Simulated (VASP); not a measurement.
# InAs (I-4m2) in VASP: single point with PBEsol

Aim: the single point of InAs with PBEsol.

All numbers are computed with VASP 6.6.1; they aren't measurements. Logs are shortened: lines on timing, memory, paths and dates and some standing lists are left out, and cuts for length are marked.

### Step 1. The cell of the first run

It takes space group I-4m2 (No. 119, tetragonal). The conventional cell has a = 4.268 Å, b = 4.268 Å, c = 5.795 Å, α = 90.00°, β = 90.00°, γ = 90.00°. Within 3.4 Å of In (site symmetry -4m2) lie 4 As at 2.58 Å. Within 3.4 Å of As (site symmetry -4m2) lie 4 In at 2.58 Å.

### Step 2. Single point, PBEsol

File INCAR:

```
PREC = Accurate
ENCUT = 500
EDIFF = 1E-6
ISMEAR = -1
SIGMA = 0.05
LREAL = False
LASPH = True
NELM = 120
ALGO = Normal
ISIF = 2
LWAVE = False
LCHARG = False
GGA = PS
NBANDS = 16
GGA_COMPAT = False
```

File KPOINTS:

```
Automatic mesh
0
Gamma
  7 7 7
```

File POSCAR:

```
InAs
1.0
    0.0000000000      3.0180000000      2.8972800000
    3.0180000000      0.0000000000      2.8972800000
    3.0180000000      3.0180000000      0.0000000000
In As
1 1
Direct
    0.0000000000      0.0000000000      0.0000000000
    0.7500000000      0.7500000000      0.7500000000
```

Potentials or basis: VASP PAW PBE potentials, release 64 (In_d, As).

Started as:

```bash
cat potpaw_PBE.64/In_d/POTCAR potpaw_PBE.64/As/POTCAR > POTCAR
mpirun -np 1 vasp_std > vasp.out
```

OUTCAR:

```text
PREC = Accurate
   ENCUT = 500
   EDIFF = 1E-6
   ISMEAR = -1
   LREAL = False
   LASPH = True
   NELM = 120
   ISIF = 2
   GGA = PS

 ion  position               nearest neighbor table
   1  0.000  0.000  0.000-   2 2.58   2 2.58   2 2.58   2 2.58
   2  0.750  0.750  0.750-   1 2.58   1 2.58   1 2.58   1 2.58

  LATTYP: Found a body centered tetragonal cell.
 ALAT       =     4.2680965312
 C/A-ratio  =     1.3576450199

  Lattice vectors:

 A1 = (   0.0000000000,  -3.0180000000,  -2.8972800000)
 A2 = (   0.0000000000,   3.0180000000,  -2.8972800000)
 A3 = (   3.0180000000,   0.0000000000,   2.8972800000)

Analysis of symmetry for initial positions (statically):
=====================================================================
 Subroutine PRICEL returns:
 Original cell was already a primitive cell.

 Routine SETGRP: Setting up the symmetry group for a
 body centered tetragonal supercell.

 Subroutine GETGRP returns: Found  8 space group operations
 (whereof  8 operations were pure point group operations)
 out of a pool of 16 trial point group operations.

The static configuration has the point symmetry D_2d.

Analysis of symmetry for dynamics (positions and initial velocities):
=====================================================================
 Subroutine PRICEL returns:
 Original cell was already a primitive cell.

 Routine SETGRP: Setting up the symmetry group for a
 body centered tetragonal supercell.

 Subroutine GETGRP returns: Found  8 space group operations
 (whereof  8 operations were pure point group operations)
 out of a pool of 16 trial point group operations.

The dynamic configuration has the point symmetry D_2d.

 Subroutine INISYM returns: Found  8 space group operations
 (whereof  8 operations are pure point group operations),
 and found     1 'primitive' translations

----------------------------------------------------------------------------------------

                                     Primitive cell

  volume of cell :      52.7787

  direct lattice vectors                    reciprocal lattice vectors
     0.000000000  3.018000000  2.897280000    -0.165672631  0.165672631  0.172575657
     3.018000000  0.000000000  2.897280000     0.165672631 -0.165672631  0.172575657
     3.018000000  3.018000000  0.000000000     0.165672631  0.165672631 -0.172575657

  length of vectors
     4.183605550  4.183605550  4.268096531     0.290993468  0.290993468  0.290993468

  position of ions in fractional coordinates (direct lattice)
     0.000000000  0.000000000  0.000000000
     0.750000000  0.750000000  0.750000000

  ion indices of the primitive-cell ions
   primitive index   ion index
                 1           1
                 2           2

----------------------------------------------------------------------------------------

 KPOINTS: Automatic mesh

Automatic generation of k-mesh.
 Grid dimensions read from file:
 generate k-points for:    7    7    7

 Generating k-lattice:

  Cartesian coordinates                     Fractional coordinates (reciprocal lattice)
    -0.023667519  0.023667519  0.024653665     0.142857143  0.000000000  0.000000000
     0.023667519 -0.023667519  0.024653665     0.000000000  0.142857143  0.000000000
     0.023667519  0.023667519 -0.024653665    -0.000000000 -0.000000000  0.142857143

  Length of vectors
     0.041570495  0.041570495  0.041570495

  Shift w.r.t. Gamma in fractional coordinates (k-lattice)
     0.000000000  0.000000000  0.000000000

 Subroutine IBZKPT returns following result:
 ===========================================

 Found     40 irreducible k-points:

 Following reciprocal coordinates:
            Coordinates               Weight
  0.000000  0.000000  0.000000      1.000000
  0.142857 -0.000000  0.000000      8.000000
  0.285714  0.000000  0.000000      8.000000
  0.428571  0.000000  0.000000      8.000000
  0.142857  0.142857  0.000000      2.000000
  0.285714  0.142857  0.000000      8.000000
[... 16 lines left out ...]
  0.428571  0.285714  0.142857      8.000000
 -0.428571  0.285714  0.142857     16.000000
 [... further k-points ...]
   k-points           NKPTS =     40   k-points in BZ     NKDIM =     40   number of bands    NBANDS=     16
   number of dos      NEDOS =    301   number of ions     NIONS =      2
   total plane-waves  NPLWV =  32768
   dimension x,y,z NGX =    32 NGY =   32 NGZ =   32
   dimension x,y,z NGXF=    64 NGYF=   64 NGZF=   64
   ions per type =               1   1
   NGX,Y,Z   is equivalent  to a cutoff of  12.72, 12.72, 12.46 a.u.
   NGXF,Y,Z  is equivalent  to a cutoff of  25.43, 25.43, 24.93 a.u.
 SYSTEM =  unknown system
   PREC   = accura    normal or accurate (medium, high low for compatibility)
   ISTART =      0    job   : 0-new  1-cont  2-samecut
   ICHARG =      2    charge: 1-file 2-atom 10-const
   ISPIN  =      1    spin polarized calculation?
   LNONCOLLINEAR =      F non collinear calculations
   LSORBIT =      F    spin-orbit coupling
   LASPH  =      T    aspherical Exc in radial PAW
   ENCUT  =  500.0 eV  36.75 Ry    6.06 a.u.   7.63  7.63  7.78*2*pi/ulx,y,z
   NELM   =    120;   NELMIN=  2; NELMDL= -5     # of ELM steps
   EDIFF  = 0.1E-05   stopping-criterion for ELM
   LREAL  =      F    real-space projection
   EDIFFG = 0.1E-04   stopping-criterion for IOM
   NSW    =      0    number of steps for IOM
   IBRION =     -1    ionic relax: 0-MD 1-quasi-New 2-CG
   NFREE  =      0    steps in history (QN), initial steepest desc. (CG)
   ISIF   =      2    stress and relaxation
   ISYM   =      2    0-nonsym 1-usesym 2-fastsym
   POTIM  = 0.5000    time-step for ionic-motion
   TEBEG  =    0.0;   TEEND  =   0.0 temperature during run
   PSTRESS=    0.0 pullay stress
   NELECT =      18.0000    total number of electrons
   NUPDOWN=      -1.0000    fix difference up-down
   EMIN   =  10.00;   EMAX   =-10.00  energy-range for DOS
   EFERMI =   0.00;   METHOD = LEGACY
   ISMEAR =    -1;   SIGMA  =   0.05  broadening in eV -4-tet -1-fermi 0-gaus
   EFERMI_NEDOS =   21; number of points for ismear=-14 and -15
   IALGO  =     38    algorithm
   IMIX   =      4    mixing-type and parameters
     AMIX     =   0.40;   BMIX     =  1.00
     AMIX_MAG =   1.60;   BMIX_MAG =  1.00
  volume/ion in A,a.u.               =      26.39       178.08
  Fermi-wavevector in a.u.,A,eV,Ry     =   1.143789  2.161448 17.799875  1.308254
  Thomas-Fermi vector in A             =   2.280483
   LORBIT       =      0    0 simple, 1 ext, 2 COOP (PROOUT), +10 PAW based schemes
   GGA     = PS    functional components
   LHFCALC =     F    Hartree Fock is set to
   AEXX    =    0.0000 exact exchange contribution
   IVDW    =     0    specifies the selected vdW correction
   LEPSILON=     F    determine dielectric tensor
   LRPA    =     F    only Hartree local field effects (RPA)
 non-spin polarized calculation
  energy-cutoff  :      500.00
  volume of cell :       52.78
 maximum number of plane-waves:      1354
   NGX = 15   NGY = 15   NGZ = 15

 number of electron      18.0000002 magnetization

 Free energy of the ion-electron system (eV)
  ---------------------------------------------------
  ext. energy  EPLUGINS =         0.00000000
  ---------------------------------------------------
  free energy    TOTEN  =        -8.42786791 eV

  energy without entropy =       -8.42739218  energy(sigma->0) =       -8.42763005

 E-fermi :   4.9294     XC(G=0):  -9.4881

 val. band max:        4.8012755927   @ k =   0.0000   0.0000   0.0000
 cond. band min:       4.9846808239   @ k =   0.0000   0.0000   0.0000
 fundamental gap:      0.1834052312
 Fermi energy:         4.9294284086

 k-point     1 :       0.0000    0.0000    0.0000
  band No.  band energies     occupation
      1      -9.5887      2.00000
      2      -9.5887      2.00000
      3      -9.5750      2.00000
      4      -9.4385      2.00000
      5      -9.4351      2.00000
      6      -7.3404      2.00000
[... 8 lines left out ...]
     15      14.2903      0.00000
     16      14.9147      0.00000

 k-point     2 :       0.1429   -0.0000    0.0000
  band No.  band energies     occupation
      1      -9.6177      2.00000
      2      -9.5797      2.00000
      3      -9.5704      2.00000
      4      -9.4393      2.00000
      5      -9.4345      2.00000
      6      -7.1100      2.00000
[... 8 lines left out ...]
     15      13.3482      0.00000
     16      13.7921      0.00000

 k-point     3 :       0.2857    0.0000    0.0000
  band No.  band energies     occupation
      1      -9.6835      2.00000
      2      -9.5625      2.00000
      3      -9.5538      2.00000
      4      -9.4383      2.00000
      5      -9.4297      2.00000
      6      -6.4989      2.00000
[... 8 lines left out ...]
     15      13.5709      0.00000
     16      13.7149      0.00000

 k-point     4 :       0.4286    0.0000    0.0000
  band No.  band energies     occupation
      1      -9.7310      2.00000
      2      -9.5526      2.00000
      3      -9.5436      2.00000
      4      -9.4341      2.00000
      5      -9.4217      2.00000
      6      -5.8275      2.00000
[... 8 lines left out ...]
     15      15.0223      0.00000
     16      15.2276      0.00000
[... 324 lines left out ...]
 k-point    22 :      -0.1429    0.0000    0.1429
  band No.  band energies     occupation
      1      -9.6610      2.00000
      2      -9.5630      2.00000
      3      -9.5613      2.00000
      4      -9.4439      2.00000
      5      -9.4302      2.00000
      6      -6.7457      2.00000
[... 8 lines left out ...]
     15      13.7577      0.00000
     16      14.5650      0.00000

 k-point    23 :       0.4286    0.2857    0.1429
  band No.  band energies     occupation
      1      -9.7317      2.00000
      2      -9.5395      2.00000
      3      -9.5298      2.00000
      4      -9.4599      2.00000
      5      -9.4183      2.00000
      6      -5.9771      2.00000
[... 8 lines left out ...]
     15      15.8208      0.00000
     16      16.2578      0.00000

 k-point    24 :      -0.4286    0.2857    0.1429
  band No.  band energies     occupation
      1      -9.7579      2.00000
      2      -9.5354      2.00000
      3      -9.5157      2.00000
      4      -9.4550      2.00000
      5      -9.4205      2.00000
      6      -5.4134      2.00000
[... 8 lines left out ...]
     15      15.4335      0.00000
     16      16.3588      0.00000

 [... further k-points ...]
[... 5 lines left out ...]
  --------------------------------------------------------------------------------------
  -------------------------------------------------------------------------------------
  Total        1.3275761      1.3275761      1.7049353      0.0000000      0.0000000      0.0000000
  in kB       40.3005585     40.3005585     51.7558612      0.0000000      0.0000000      0.0000000
  external PRESSURE =      44.1189928 kB  Pullay stress =       0.0000000 kB

 VOLUME and BASIS-vectors are now :
 -----------------------------------------------------------------------------
  energy-cutoff  :      500.00
  volume of cell :       52.78
      direct lattice vectors                 reciprocal lattice vectors
     0.000000000  3.018000000  2.897280000    -0.165672631  0.165672631  0.172575657
     3.018000000  0.000000000  2.897280000     0.165672631 -0.165672631  0.172575657
     3.018000000  3.018000000  0.000000000     0.165672631  0.165672631 -0.172575657

 POSITION                                       TOTAL-FORCE (eV/Angst)
 -----------------------------------------------------------------------------------
      0.00000      0.00000      0.00000        -0.000000     -0.000000     -0.000000
      4.52700      4.52700      4.34592         0.000000      0.000000      0.000000
 -----------------------------------------------------------------------------------
    total drift:                               -0.000000     -0.000000      0.000001

  FREE ENERGIE OF THE ION-ELECTRON SYSTEM (eV)
  ---------------------------------------------------
  free  energy   TOTEN  =        -8.4278679135 eV

  energy  without entropy=       -8.4273921775  energy(sigma->0) =       -8.42763005
```

Run time: 12 s. Hardware: 1 thread of Intel Xeon 6975P-C (Granite Rapids), shared host; peak memory 0.19 GiB.

What came out:

```yaml
Free_energy: -8.4279 eV
Pressure: 4.4 GPa
Band_gap_on_the_k_mesh: 0.18 eV, direct
```

Stress tensor (GPa, compression positive):
```
4.03 0.00 0.00
0.00 4.03 0.00
0.00 0.00 5.18
```

Caveat: the PAW data sets were made with another functional, which shifts forces and pressure a little; spin-orbit coupling is left out, which moves the levels of the heavy elements.
